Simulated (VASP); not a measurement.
# Be3ZnSe (Pmmn) in VASP: a series of runs, part 2 of 2

VASP 6.6.1.

### 4 Relaxation of cell and atoms, PBE

This run uses another cell than the first one, of 15.87 Å³/atom.

The input, INCAR:

```
ALGO     = Normal         # electronic algorithm
EDIFF    = 1E-6           # SCF threshold, eV
EDIFFG   = -0.08          # ionic threshold
ENCUT    = 600            # plane-wave cutoff, eV
GGA      = PE             # functional
IBRION   = 2              # ionic algorithm
ISIF     = 3              # what is computed and relaxed
ISMEAR   = 0              # smearing method
LASPH    = T              # aspherical terms in the spheres
LCHARG   = F              # write CHGCAR
LREAL    = F              # projectors in reciprocal space
LWAVE    = F              # write WAVECAR
NELM     = 100            # most SCF steps
NSW      = 36             # ionic steps
PREC     = Accurate       # precision mode
SIGMA    = 0.2            # smearing width, eV
```

The input, KPOINTS:

```
k-points
0
Gamma
  4 3 3
```

The input, POSCAR:

```
Be3ZnSe
1.0
    4.8238288600      0.0000000000      0.0000000000
    0.0000000000      4.9866824400      0.0000000000
    0.0000000000      0.0000000000      6.5967563200
Be Zn Se
6 2 2
Direct
    0.2589281800      0.0000000000      0.6595765800
    0.7410718200      0.0000000000      0.6595765800
    0.2410718200      0.5000000000      0.3404234200
    0.7589281800      0.5000000000      0.3404234200
    0.0000000000      0.5000000000      0.5272170100
    0.5000000000      0.0000000000      0.4727829900
    0.0000000000      0.0000000000      0.8430928700
    0.5000000000      0.5000000000      0.1569071300
    0.0000000000      0.5000000000      0.1449481700
    0.5000000000      0.0000000000      0.8550518300
```

Potentials or basis: VASP PAW PBE potentials, release 64 (Be, Zn, Se).

Launch:

```bash
cat potpaw_PBE.64/Be/POTCAR potpaw_PBE.64/Zn/POTCAR potpaw_PBE.64/Se/POTCAR > POTCAR
mpirun -np 1 vasp_std > vasp.out
```

OUTCAR:

```text
EDIFF = 1E-6
   EDIFFG = -0.08
   ENCUT = 600
   GGA = PE
   IBRION = 2
   ISIF = 3
   ISMEAR = 0
   LASPH = T
   LREAL = F
   NELM = 100
   NSW = 36
   PREC = Accurate

 ion  position               nearest neighbor table
   1  0.259  0.000  0.660-   6 1.69  10 1.74   7 1.74   2 2.33
   2  0.741  0.000  0.660-   6 1.69  10 1.74   7 1.74   1 2.33
   3  0.241  0.500  0.340-   5 1.69   9 1.74   8 1.74   4 2.33
   4  0.759  0.500  0.340-   5 1.69   9 1.74   8 1.74   3 2.33
   5  0.000  0.500  0.527-   3 1.69   4 1.69   9 2.52
   6  0.500  0.000  0.473-   1 1.69   2 1.69  10 2.52
   7  0.000  0.000  0.843-   1 1.74   2 1.74  10 2.41  10 2.41
   8  0.500  0.500  0.157-   3 1.74   4 1.74   9 2.41   9 2.41
   9  0.000  0.500  0.145-   3 1.74   4 1.74   8 2.41   8 2.41   5 2.52
  10  0.500  0.000  0.855-   1 1.74   2 1.74   7 2.41   7 2.41   6 2.52

  LATTYP: Found a simple orthorhombic cell.
 ALAT       =     4.8238288600
 B/A-ratio  =     1.0337602317
 C/A-ratio  =     1.3675353151

  Lattice vectors:

 A1 = (   4.8238288600,   0.0000000000,   0.0000000000)
 A2 = (   0.0000000000,   4.9866824400,   0.0000000000)
 A3 = (   0.0000000000,   0.0000000000,   6.5967563200)

Analysis of symmetry for initial positions (statically):
=====================================================================
 Subroutine PRICEL returns:
 Original cell was already a primitive cell.

 Routine SETGRP: Setting up the symmetry group for a
 simple orthorhombic supercell.

 Subroutine GETGRP returns: Found  8 space group operations
 (whereof  4 operations were pure point group operations)
 out of a pool of  8 trial point group operations.

The static configuration has the point symmetry C_2v.
 The point group associated with its full space group is D_2h.

Analysis of symmetry for dynamics (positions and initial velocities):
=====================================================================
 Subroutine PRICEL returns:
 Original cell was already a primitive cell.

 Routine SETGRP: Setting up the symmetry group for a
 simple orthorhombic supercell.

 Subroutine GETGRP returns: Found  8 space group operations
 (whereof  4 operations were pure point group operations)
 out of a pool of  8 trial point group operations.

The dynamic configuration has the point symmetry C_2v.
 The point group associated with its full space group is D_2h.

 Subroutine INISYM returns: Found  8 space group operations
 (whereof  4 operations are pure point group operations),
 and found     1 'primitive' translations

----------------------------------------------------------------------------------------

                                     Primitive cell

  volume of cell :     158.6843

  direct lattice vectors                    reciprocal lattice vectors
     4.823828860  0.000000000  0.000000000     0.207304204  0.000000000  0.000000000
     0.000000000  4.986682440  0.000000000     0.000000000  0.200534125  0.000000000
     0.000000000  0.000000000  6.596756320     0.000000000  0.000000000  0.151589653

  length of vectors
     4.823828860  4.986682440  6.596756320     0.207304204  0.200534125  0.151589653

  position of ions in fractional coordinates (direct lattice)
     0.258928180  0.000000000  0.659576580
     0.741071820  0.000000000  0.659576580
     0.241071820  0.500000000  0.340423420
     0.758928180  0.500000000  0.340423420
     0.000000000  0.500000000  0.527217010
     0.500000000  0.000000000  0.472782990
     0.000000000  0.000000000  0.843092870
[... 41 lines left out ...]
 Found     12 irreducible k-points:

 Following reciprocal coordinates:
            Coordinates               Weight
  0.000000  0.000000  0.000000      1.000000
  0.250000  0.000000  0.000000      2.000000
  0.500000  0.000000  0.000000      1.000000
  0.000000  0.333333  0.000000      2.000000
  0.250000  0.333333  0.000000      4.000000
  0.500000  0.333333  0.000000      2.000000
  0.000000  0.000000  0.333333      2.000000
  0.250000  0.000000  0.333333      4.000000
  0.500000  0.000000  0.333333      2.000000
  0.000000  0.333333  0.333333      4.000000
  0.250000  0.333333  0.333333      8.000000
  0.500000  0.333333  0.333333      4.000000
   k-points           NKPTS =     12   k-points in BZ     NKDIM =     12   number of bands    NBANDS=     30
   number of dos      NEDOS =    301   number of ions     NIONS =     10
   total plane-waves  NPLWV =  86400
   dimension x,y,z NGX =    40 NGY =   40 NGZ =   54
   dimension x,y,z NGXF=    80 NGYF=   80 NGZF=  108
   ions per type =               6   2   2
   NGX,Y,Z   is equivalent  to a cutoff of  13.79, 13.34, 13.61 a.u.
   NGXF,Y,Z  is equivalent  to a cutoff of  27.57, 26.67, 27.22 a.u.
 SYSTEM =  unknown system
   PREC   = accura    normal or accurate (medium, high low for compatibility)
   ISTART =      0    job   : 0-new  1-cont  2-samecut
   ICHARG =      2    charge: 1-file 2-atom 10-const
   ISPIN  =      1    spin polarized calculation?
   LNONCOLLINEAR =      F non collinear calculations
   LSORBIT =      F    spin-orbit coupling
   LASPH  =      T    aspherical Exc in radial PAW
   ENCUT  =  600.0 eV  44.10 Ry    6.64 a.u.   9.63  9.96 13.18*2*pi/ulx,y,z
   NELM   =    100;   NELMIN=  2; NELMDL= -5     # of ELM steps
   EDIFF  = 0.1E-05   stopping-criterion for ELM
   LREAL  =      F    real-space projection
   EDIFFG = -.8E-01   stopping-criterion for IOM
   NSW    =     36    number of steps for IOM
   IBRION =      2    ionic relax: 0-MD 1-quasi-New 2-CG
   NFREE  =      1    steps in history (QN), initial steepest desc. (CG)
   ISIF   =      3    stress and relaxation
   ISYM   =      2    0-nonsym 1-usesym 2-fastsym
   POTIM  = 0.5000    time-step for ionic-motion
   TEBEG  =    0.0;   TEEND  =   0.0 temperature during run
   PSTRESS=    0.0 pullay stress
   NELECT =      48.0000    total number of electrons
   NUPDOWN=      -1.0000    fix difference up-down
   EMIN   =  10.00;   EMAX   =-10.00  energy-range for DOS
   EFERMI =   0.00;   METHOD = LEGACY
   ISMEAR =     0;   SIGMA  =   0.20  broadening in eV -4-tet -1-fermi 0-gaus
   EFERMI_NEDOS =   21; number of points for ismear=-14 and -15
   IALGO  =     38    algorithm
   IMIX   =      4    mixing-type and parameters
     AMIX     =   0.40;   BMIX     =  1.00
     AMIX_MAG =   1.60;   BMIX_MAG =  1.00
  volume/ion in A,a.u.               =      15.87       107.09
  Fermi-wavevector in a.u.,A,eV,Ry     =   1.098948  2.076711 16.431582  1.207687
  Thomas-Fermi vector in A             =   2.235334
   LORBIT       =      0    0 simple, 1 ext, 2 COOP (PROOUT), +10 PAW based schemes
   GGA     = PE    functional components
   LHFCALC =     F    Hartree Fock is set to
   AEXX    =    0.0000 exact exchange contribution
   IVDW    =     0    specifies the selected vdW correction
   LEPSILON=     F    determine dielectric tensor
   LRPA    =     F    only Hartree local field effects (RPA)
 conjugate gradient relaxation of ions
 non-spin polarized calculation
 Gauss-broadening in eV      SIGMA  =   0.20
  energy-cutoff  :      600.00
  volume of cell :      158.68
 maximum number of plane-waves:      5326
 NGX is ok and might be reduce to    40
   NGX = 19   NGY = 19   NGZ = 27

--------------------------------------- Ionic step        1  -------------------------------------------

 number of electron      47.9999994 magnetization

 Free energy of the ion-electron system (eV)
  ---------------------------------------------------
  ext. energy  EPLUGINS =         0.00000000
  ---------------------------------------------------
  free energy    TOTEN  =       -10.60356105 eV

  energy without entropy =      -10.52836097  energy(sigma->0) =      -10.56596101

------------------------ aborting loop because EDIFF is reached ----------------------------------------

  FORCE on cell =-STRESS in cart. coord.  units (eV):
  Direction    XX          YY          ZZ          XY          YZ          ZX
  --------------------------------------------------------------------------------------
  -------------------------------------------------------------------------------------
  Total       66.0743924    -12.1022041     67.9677058      0.0000000      0.0000000      0.0000000
  in kB      667.1288382   -122.1915034    686.2449276      0.0000000      0.0000000      0.0000000
  external PRESSURE =     410.3940874 kB  Pullay stress =       0.0000000 kB
[... 922 lines left out ...]
     29       7.6218      0.00000
     30       7.6218      0.00000

[... ionic steps 4 to 20 ...]

--------------------------------------- Ionic step       21  -------------------------------------------

 number of electron      48.0000046 magnetization

------------------------ aborting loop because EDIFF is reached ----------------------------------------
[... 83 lines left out ...]
--------------------------------------- Ionic step       23  -------------------------------------------

 number of electron      48.0000050 magnetization

 Free energy of the ion-electron system (eV)
  ---------------------------------------------------
  ext. energy  EPLUGINS =         0.00000000
  ---------------------------------------------------
  free energy    TOTEN  =       -30.92424064 eV

  energy without entropy =      -30.88741578  energy(sigma->0) =      -30.90582821

 E-fermi :   4.3069     XC(G=0):  -9.9497

 val. band max:        4.0593432819   @ k =   0.5000   0.0000   0.0000
 cond. band min:       4.4092045399   @ k =   0.0000   0.3333   0.0000
 fundamental gap:      0.3498612580
 Fermi energy:         4.3069406429
[... 431 lines left out ...]
  FREE ENERGIE OF THE ION-ELECTRON SYSTEM (eV)
  ---------------------------------------------------
  free  energy   TOTEN  =       -30.9242406395 eV

  energy  without entropy=      -30.8874157847  energy(sigma->0) =      -30.90582821

 reached required accuracy - stopping structural energy minimisation
```

It took 38 min on 1 thread of Intel Xeon 8259CL, shared host; peak memory 0.34 GiB.

Results:

| Item | Value |
| --- | --- |
| Free energy | -30.9242 eV |
| Relaxed volume | 14.08 Å³/atom |
| Relaxed cell | a = 5.720 Å, b = 3.777 Å, c = 6.515 Å, α = 90.00°, β = 90.00°, γ = 90.00° |
| Space group after relaxing (to 0.1 Å) | Pmmn (No. 59) |
| Energy gained by relaxing | 2032.1 meV/atom |
| Ionic steps | 23 |
| Pressure after relaxing | 0.2 GPa |
| Largest force after relaxing | 0.061 eV/Å |
| Band gap on the k mesh | zero (bands 24 and 25 overlap by 1.60 eV) |

Forces in eV/Å, atoms in the order of the input:
```
Be  -0.017  0.000  0.035
Be   0.017  0.000  0.035
Be   0.017  0.000 -0.035
Be  -0.017  0.000 -0.035
Be   0.000  0.000 -0.061
Be   0.000  0.000  0.061
Zn   0.000  0.000  0.043
Zn   0.000  0.000 -0.043
Se   0.000  0.000 -0.032
Se   0.000  0.000  0.032
```

Step by step:
| step | energy change (eV) | largest force (eV/Å) | pressure (GPa) | volume (Å³) |
| --- | --- | --- | --- | --- |
| 1 | 0.0000 | 13.6597 | 41.04 | 158.68 |
| 2 | -11.4869 | 0.9603 | -11.81 | 261.66 |
| 3 | -14.6522 | 1.2291 | -8.15 | 205.46 |
| 4 | -14.6841 | 1.3361 | -7.74 | 203.86 |
| 5 | -14.7167 | 1.7061 | -6.24 | 198.74 |
| 6 | -16.3092 | 1.3141 | -6.42 | 181.21 |
| 7 | -17.3408 | 3.7132 | 12.28 | 132.04 |
| 8 | -18.0775 | 1.2122 | -2.89 | 157.31 |
| 9 | -18.2714 | 2.1131 | 2.49 | 144.56 |
| 10 | -18.3050 | 1.8003 | 0.61 | 148.20 |
| 11 | -19.0588 | 1.5282 | 1.33 | 143.14 |
| 12 | -19.6667 | 0.8948 | 5.11 | 133.19 |
| 13 | -20.0566 | 0.5294 | -2.03 | 144.16 |
| 14 | -20.0890 | 0.2753 | -0.80 | 141.56 |
| 15 | -20.1914 | 0.3062 | 0.23 | 140.01 |
| 16 | -20.2096 | 0.3562 | 0.90 | 139.08 |
| 17 | -20.2661 | 0.1986 | -0.15 | 141.13 |
| 18 | -20.2705 | 0.2285 | -0.57 | 141.91 |
| 19 | -20.2998 | 0.2117 | 0.07 | 140.76 |
| 20 | -20.3039 | 0.2072 | 0.45 | 140.17 |
| 21 | -20.3140 | 0.1204 | -0.42 | 141.50 |
| 22 | -20.3140 | 0.1204 | -0.36 | 141.50 |
| 23 | -20.3207 | 0.0609 | 0.18 | 140.75 |

Final structure:
```yaml
crystal:
  lattice:
    - [5.71973, 0.00000, 0.00000]
    - [0.00000, 3.77699, 0.00000]
    - [0.00000, 0.00000, 6.51532]
  atoms:
    - { symbol: Be, position: [0.20012, 0.00000, 0.58859] }
    - { symbol: Be, position: [0.79988, 0.00000, 0.58859] }
    - { symbol: Be, position: [0.29988, 0.50000, 0.41141] }
    - { symbol: Be, position: [0.70012, 0.50000, 0.41141] }
    - { symbol: Be, position: [0.00000, 0.50000, 0.60799] }
    - { symbol: Be, position: [0.50000, 0.00000, 0.39201] }
    - { symbol: Zn, position: [0.00000, 0.00000, 0.90378] }
    - { symbol: Zn, position: [0.50000, 0.50000, 0.09622] }
    - { symbol: Se, position: [0.00000, 0.50000, 0.15357] }
    - { symbol: Se, position: [0.50000, 0.00000, 0.84643] }
```

Levels at points of the mesh, in eV from the Fermi level:
```
           k point  band 20  band 21  band 22  band 23  band 24  band 25  band 26  band 27  band 28  band 29
(0.00, 0.00, 0.00)    -2.96    -1.55    -1.06    -0.69     1.18     1.28     1.45     1.79     2.16     2.67
(0.50, 0.00, 0.00)    -2.46    -1.31    -1.31    -0.25    -0.25     0.96     0.96     1.67     1.67     2.79
```

Caveat: the k points lie up to 0.55 Å⁻¹ apart in the final cell, too coarse for converged energies and pressures of a metal; a cell axis changed by over 15 % at a fixed basis, so the end point is rough; the relaxation stopped at a loose force limit of 0.08 eV/Å, so its end isn't a converged minimum.

### 5 Summary

```csv
task,cell,k mesh,cutoff (eV),smearing,gap on the mesh (eV),pressure (GPa),largest force (eV/Å)
single point,"a = 3.797, b = 5.762, c = 6.446 Å, 10 atoms, atomic positions A",8 × 6 × 6,520,gaussian 0.1 eV,none,0.2,0.03
single point,"a = 5.705, b = 3.787, c = 6.525 Å, 10 atoms, atomic positions B",4 × 3 × 3,520,gaussian 0.2 eV,none,0.1,0.07
relaxation of cell and atoms,"relaxed from a = 4.824, b = 4.987, c = 6.597 Å, 10 atoms, atomic positions C",4 × 3 × 3,600,gaussian 0.2 eV,none,0.2,0.06
```

Alike in all rows: level PBE; potentials or basis VASP PAW PBE potentials, release 64 (Be, Zn, Se); no spin polarisation.

Caveats: some runs use coarse meshes; a cell axis changed by over 15 % at a fixed basis, so the end point is rough (at least some runs); the relaxation stopped at a loose force limit of 0.08 eV/Å, so its end isn't a converged minimum (at least some runs).

Absolute energies hang on the potentials; compare differences alone.
